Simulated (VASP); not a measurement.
The system is Si2Bi.

```xyz
6
Lattice="4.0060 0.0000 0.0000 -2.0030 3.4693 0.0000 0.0000 0.0000 8.9215" Properties=species:S:1:pos:R:3 pbc="T T T"
Si    0.0000    2.3128    7.6108
Si    2.0030    1.1564    3.1501
Si    2.0030    1.1564    1.3106
Si    0.0000    2.3128    5.7714
Bi    0.0000    0.0000    0.0000
Bi    0.0000    0.0000    4.4607
```

The cell was generated, and may not be a known phase.

| Quantity | Value |
| --- | --- |
| Program | VASP 6.6.1 |
| Task | relaxation of cell and atoms |
| Functional | PBE |
| Potentials or basis | VASP PAW PBE potentials, release 64 (Si, Bi_d) |
| Cutoff | 600 eV |
| k mesh | 6 × 6 × 2 |
| Occupations | gaussian, width 0.1 eV |
| Spin | no spin polarisation |

At the start: pressure 36.9 GPa; volume 20.66 Å³/atom.

Q: How do energy, volume and symmetry change on relaxing?

A: Over 17 steps the energy falls by 873.2 meV/atom and the volume is 28.49 Å³/atom (+37.9 %); space group P6_3/mmc (No. 194, to 0.1 Å) before and after.

Step by step:
```csv
step,energy change (eV),largest force (eV/Å),pressure (GPa),volume (Å³)
1,0.0000,8.7337,36.91,123.99
2,-2.1768,0.0377,-2.08,226.47
3,-2.2845,0.2238,-1.77,219.74
4,-2.3940,0.4253,-1.44,213.44
5,-3.5620,2.3926,4.20,165.27
6,-3.7860,2.4942,11.86,143.80
7,-3.7735,2.6666,8.83,150.81
8,-4.7572,1.1772,-3.93,188.23
9,-4.8158,1.4014,-2.20,179.35
10,-5.2124,0.4259,-0.56,172.70
11,-5.2279,0.0973,-0.03,171.36
12,-5.2277,0.0517,0.03,171.20
13,-5.2323,0.0324,0.06,171.07
14,-5.2385,0.0233,0.12,170.73
15,-5.2390,0.0480,0.14,170.59
16,-5.2386,0.0694,-0.17,171.45
17,-5.2393,0.0020,0.01,170.95
```

Final structure:
```cif
data_structure
_symmetry_space_group_name_H-M 'P 1'
_symmetry_Int_Tables_number 1
_cell_length_a 4.4158
_cell_length_b 4.4158
_cell_length_c 10.1230
_cell_angle_alpha 90.000
_cell_angle_beta 90.000
_cell_angle_gamma 120.000
_cell_volume 170.95
loop_
_atom_site_label
_atom_site_type_symbol
_atom_site_fract_x
_atom_site_fract_y
_atom_site_fract_z
_atom_site_occupancy
Si1 Si 0.33333 0.66667 0.86098 1
Si2 Si 0.66667 0.33333 0.36098 1
Si3 Si 0.66667 0.33333 0.13902 1
Si4 Si 0.33333 0.66667 0.63902 1
Bi1 Bi 0.00000 0.00000 0.00000 1
Bi2 Bi 0.00000 0.00000 0.50000 1
```

Caveat: the volume moved by over 15 % at a fixed basis, so the end points are rough.
